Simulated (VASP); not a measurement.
# Al4Fe3Co (P4/mmm) in VASP: further runs, part 2 of 2

VASP 6.6.1. The steps go on from the part before.

## 3. Single point, PBE, collinear spin, ferrimagnetic start

Input file INCAR:

```
SYSTEM = Al4Fe3Co
PREC = Accurate ; ENCUT = 520
EDIFF = 1E-7 ; ISMEAR = 0
SIGMA = 0.2 ; LREAL = .FALSE.
LASPH = .TRUE. ; NELM = 150
ALGO = Fast ; ISIF = 2
LWAVE = .FALSE. ; LCHARG = .TRUE.
ISPIN = 2 ; MAGMOM = 0 0 0 0 -0.11 0.7 0.82 0.7
LORBIT = 11 ; LMAXMIX = 4
GGA = PE ; LELF = .TRUE.
LVHAR = .TRUE. ; NBANDS = 36
```

Input file KPOINTS:

```
regular mesh
0
G
  8 8 2
  0 0 0
```

Input file POSCAR:

```
Al4Fe3Co
1.0
    2.8665403000      0.0000000000      0.0000000000
    0.0000000000      2.8665403000      0.0000000000
    0.0000000000      0.0000000000     11.4852112000
Al Co Fe
4 1 3
Direct
    0.0000000000      0.0000000000      0.6251690000
    0.0000000000      0.0000000000      0.3748310000
    0.0000000000      0.0000000000      0.1254700000
    0.0000000000      0.0000000000      0.8745300000
    0.5000000000      0.5000000000      0.5000000000
    0.5000000000      0.5000000000      0.2499230000
    0.5000000000      0.5000000000      0.0000000000
    0.5000000000      0.5000000000      0.7500770000
```

Potentials or basis: VASP PAW PBE potentials, release 64 (Al, Co, Fe).

The run is started by

```sh
$ cat potpaw_PBE.64/Al/POTCAR potpaw_PBE.64/Co/POTCAR potpaw_PBE.64/Fe/POTCAR > POTCAR
$ mpirun -np 1 vasp_std > vasp.out
```

OUTCAR:

```text
SYSTEM = Al4Fe3Co
   PREC = Accurate
   ENCUT = 520
   EDIFF = 1E-7
   ISMEAR = 0
   LREAL = .FALSE.
   LASPH = .TRUE.
   NELM = 150
   ISIF = 2
   ISPIN = 2
   LORBIT = 11
   GGA = PE

 ion  position               nearest neighbor table
   1  0.000  0.000  0.625-   8 2.48   8 2.48   8 2.48   8 2.48   5 2.48   5 2.48   5 2.48   5 2.48
                             4 2.86   2 2.88
   2  0.000  0.000  0.375-   6 2.48   6 2.48   6 2.48   6 2.48   5 2.48   5 2.48   5 2.48   5 2.48
                             3 2.86   1 2.88
   3  0.000  0.000  0.125-   6 2.48   6 2.48   6 2.48   6 2.48   7 2.49   7 2.49   7 2.49   7 2.49
                             2 2.86   4 2.88
   4  0.000  0.000  0.875-   8 2.48   8 2.48   8 2.48   8 2.48   7 2.49   7 2.49   7 2.49   7 2.49
                             1 2.86   3 2.88
   5  0.500  0.500  0.500-   1 2.48   2 2.48   1 2.48   2 2.48   1 2.48   2 2.48   1 2.48   2 2.48
                             6 2.87   8 2.87
   6  0.500  0.500  0.250-   3 2.48   3 2.48   3 2.48   3 2.48   2 2.48   2 2.48   2 2.48   2 2.48
                             7 2.87   5 2.87
   7  0.500  0.500  0.000-   3 2.49   4 2.49   3 2.49   4 2.49   3 2.49   4 2.49   3 2.49   4 2.49
                             6 2.87   8 2.87
   8  0.500  0.500  0.750-   4 2.48   4 2.48   4 2.48   4 2.48   1 2.48   1 2.48   1 2.48   1 2.48
                             7 2.87   5 2.87

  LATTYP: Found a simple tetragonal cell.
 ALAT       =     2.8665403000
 C/A-ratio  =     4.0066456418

  Lattice vectors:

 A1 = (   2.8665403000,   0.0000000000,   0.0000000000)
 A2 = (   0.0000000000,   2.8665403000,   0.0000000000)
 A3 = (   0.0000000000,   0.0000000000,  11.4852112000)

Analysis of symmetry for initial positions (statically):
=====================================================================
 Subroutine PRICEL returns:
 Original cell was already a primitive cell.

 Routine SETGRP: Setting up the symmetry group for a
 simple tetragonal supercell.

 Subroutine GETGRP returns: Found 16 space group operations
 (whereof 16 operations were pure point group operations)
[... 1093 lines left out ...]
 k-point     1 :       0.0000    0.0000    0.0000
  band No.  band energies     occupation
      1      -1.9268      1.00000
      2      -0.8039      1.00000
      3      -0.7304      1.00000
      4       2.2541      1.00000
      5       2.5319      1.00000
      6       5.6481      1.00000
[... 877 lines left out ...]
     33      16.1508      0.00000
     34      16.1600      0.00000

 [... further k-points ...]

 [bands above 34 left out]

------------------------ aborting loop because EDIFF is reached ----------------------------------------

  FORCE on cell =-STRESS in cart. coord.  units (eV):
  Direction    XX          YY          ZZ          XY          YZ          ZX
  --------------------------------------------------------------------------------------
  -------------------------------------------------------------------------------------
  Total        0.0758781      0.0758781      0.1855795      0.0000000      0.0000000      0.0000000
  in kB        1.2881661      1.2881661      3.1505433      0.0000000      0.0000000      0.0000000
  external PRESSURE =       1.9089585 kB  Pullay stress =       0.0000000 kB

 VOLUME and BASIS-vectors are now :
 -----------------------------------------------------------------------------
  energy-cutoff  :      520.00
  volume of cell :       94.37
      direct lattice vectors                 reciprocal lattice vectors
     2.866540300  0.000000000  0.000000000     0.348852587  0.000000000  0.000000000
     0.000000000  2.866540300  0.000000000     0.000000000  0.348852587  0.000000000
     0.000000000  0.000000000 11.485211200     0.000000000  0.000000000  0.087068490

 POSITION                                       TOTAL-FORCE (eV/Angst)
 -----------------------------------------------------------------------------------
      0.00000      0.00000      7.18020         0.000000     -0.000000     -0.008462
      0.00000      0.00000      4.30501        -0.000000      0.000000      0.008462
      0.00000      0.00000      1.44105         0.000000      0.000000      0.040319
      0.00000      0.00000     10.04416        -0.000000      0.000000     -0.040319
      1.43327      1.43327      5.74261        -0.000000     -0.000000     -0.000000
      1.43327      1.43327      2.87042        -0.000000     -0.000000     -0.014299
      1.43327      1.43327      0.00000        -0.000000     -0.000000     -0.000000
      1.43327      1.43327      8.61479        -0.000000      0.000000      0.014299
 -----------------------------------------------------------------------------------
    total drift:                                0.000000     -0.000000     -0.000000

  FREE ENERGIE OF THE ION-ELECTRON SYSTEM (eV)
  ---------------------------------------------------
  free  energy   TOTEN  =       -50.0368309445 eV

  energy  without entropy=      -49.8962816968  energy(sigma->0) =      -49.96655632

 total charge

# of ion       s       p       d       tot
------------------------------------------
    1        0.397   0.430   0.000   0.827
    2        0.397   0.430   0.000   0.827
    3        0.401   0.440   0.000   0.840
    4        0.401   0.440   0.000   0.840
    5        0.431   0.486   7.494   8.411
    6        0.432   0.510   6.495   7.437
    7        0.432   0.508   6.481   7.420
    8        0.432   0.510   6.495   7.437
--------------------------------------------------
tot          3.321   3.752  26.964  34.037

 magnetization (x)

# of ion       s       p       d       tot
------------------------------------------
    1       -0.004  -0.007   0.000  -0.011
    2       -0.004  -0.007   0.000  -0.011
    3       -0.008  -0.017   0.000  -0.025
    4       -0.008  -0.017   0.000  -0.025
    5       -0.000   0.005  -0.110  -0.105
    6        0.002   0.005   0.678   0.684
    7        0.003   0.007   0.824   0.833
    8        0.002   0.005   0.678   0.684
--------------------------------------------------
tot         -0.018  -0.027   2.069   2.023
```

stdout:

```text
POSCAR found type information on POSCAR AlCoFe
 POSCAR found :  3 types and       8 ions
 scaLAPACK will be used
 LDA part: xc-table for (Slater+PW92), standard interpolation
 POSCAR, INCAR and KPOINTS ok, starting setup
 FFT: planning ... GRIDC
 FFT: planning ... GRID_SOFT
 FFT: planning ... GRID
 WAVECAR not read
 entering main loop
```

Wall time 5.2 min (1 thread of Intel Xeon Platinum 8259CL at 2.50GHz (Skylake/Cascade Lake), shared host); peak memory 0.35 GiB.

Results:

| Item | Value |
| --- | --- |
| Free energy | -50.0368 eV |
| Pressure | 0.2 GPa |
| Largest force | 0.040 eV/Å |
| Net moment | 1.99 μB per cell |
| Site moments | Al -0.01, -0.03; Co -0.10; Fe +0.68, +0.83 μB |
| Valence electrons inside the program's atomic spheres | Al 0.83, 0.84; Co 8.41; Fe 7.44, 7.42 |

Forces on the atoms (eV/Å):
```
Al   0.000  0.000 -0.008
Al   0.000  0.000  0.008
Al   0.000  0.000  0.040
Al   0.000  0.000 -0.040
Co   0.000  0.000  0.000
Fe   0.000  0.000 -0.014
Fe   0.000  0.000  0.000
Fe   0.000  0.000  0.014
```

Levels at points of the mesh, in eV from the Fermi level:
Spin up:
```tsv
k point	band 22	band 23	band 24	band 25	band 26	band 27
(0.00, 0.00, 0.00)	-0.41	-0.28	-0.26	0.76	1.98	2.12
(0.50, 0.00, 0.00)	-0.81	-0.67	-0.30	0.28	0.59	0.84
(0.50, 0.50, 0.00)	0.50	0.65	0.65	0.66	0.66	2.86
(0.00, 0.00, 0.50)	-0.42	-0.27	-0.27	0.89	1.05	4.32
(0.50, 0.00, 0.50)	-1.02	-0.45	-0.42	0.37	0.57	0.80
(0.50, 0.50, 0.50)	0.35	0.49	0.50	1.95	1.95	2.04
```
Spin down:
```csv
k point,band 17,band 18,band 19,band 20,band 21,band 22,band 23,band 24,band 25,band 26
"(0.00, 0.00, 0.00)",-0.43,-0.18,-0.18,0.30,0.30,0.45,0.49,0.55,1.06,2.19
"(0.50, 0.00, 0.00)",-0.97,-0.79,-0.59,-0.51,-0.40,-0.19,0.05,0.22,0.45,1.06
"(0.50, 0.50, 0.00)",-0.62,-0.09,0.76,0.87,0.87,0.99,0.99,1.02,1.02,1.05
"(0.00, 0.00, 0.50)",-0.51,-0.04,-0.04,0.23,0.23,0.45,0.49,0.55,1.04,1.54
"(0.50, 0.00, 0.50)",-0.96,-0.82,-0.59,-0.50,-0.40,-0.25,0.15,0.22,0.40,1.15
"(0.50, 0.50, 0.50)",-0.13,-0.09,0.04,0.04,0.24,1.02,1.02,1.05,2.13,2.13
```
